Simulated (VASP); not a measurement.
Set up this calculation in VASP 6.6.1, as the native input.

```
Task                   : single point
Functional             : PBE
Potentials or basis    : VASP PAW PBE potentials, release 64 (Gd)
Cutoff                 : 600 eV
k mesh                 : 8 × 8 × 5
Occupations            : gaussian, width 0.027 eV
Spin                   : collinear spin, ferromagnetic start
Starting moments       : [7.0, 7.0] μB
Dipole correction      : no
Further INCAR settings : ALGO = Normal; EDIFF = 1e-06; NBANDS = 29
```

The structure of Gd lies in POSCAR:

```
Gd
1.0
    3.6360000000      0.0000000000      0.0000000000
   -1.8180000000      3.1488683682      0.0000000000
    0.0000000000      0.0000000000      5.7826000000
Gd
2
Direct
    0.6666666667      0.3333333333      0.7500000000
    0.3333333333      0.6666666667      0.2500000000
```

The input as run:

INCAR

```
SYSTEM = Gd
ALGO = Normal
EDIFF = 1E-6
ENCUT = 600
GGA = PE
GGA_COMPAT = .False.
ISIF = 2
ISMEAR = 0
ISPIN = 2
LASPH = .True.
LCHARG = .True.
LELF = .True.
LMAXMIX = 6
LORBIT = 11
LREAL = .False.
LVHAR = .True.
LWAVE = .False.
MAGMOM = 7 7
NBANDS = 29
NELM = 200
PREC = Accurate
SIGMA = 0.027000000000000003
```

KPOINTS

```
k-points
0
Gamma
  8 8 5
  0 0 0
```

Potentials or basis: VASP PAW PBE potentials, release 64 (Gd).

Run with:

```sh
$ cat potpaw_PBE.64/Gd/POTCAR > POTCAR
$ mpirun -np 1 vasp_std > vasp.out
```

It gave:

```json
{
 "Pressure": "0.5 GPa",
 "Net moment": "15.20 μB per cell",
 "Site moments": "Gd +6.99 μB",
 "Valence electrons inside the program's atomic spheres": "Gd 15.19"
}
```

It took 10 min on 1 thread of Intel Xeon 8259CL (shared host), peak memory 0.31 GiB.
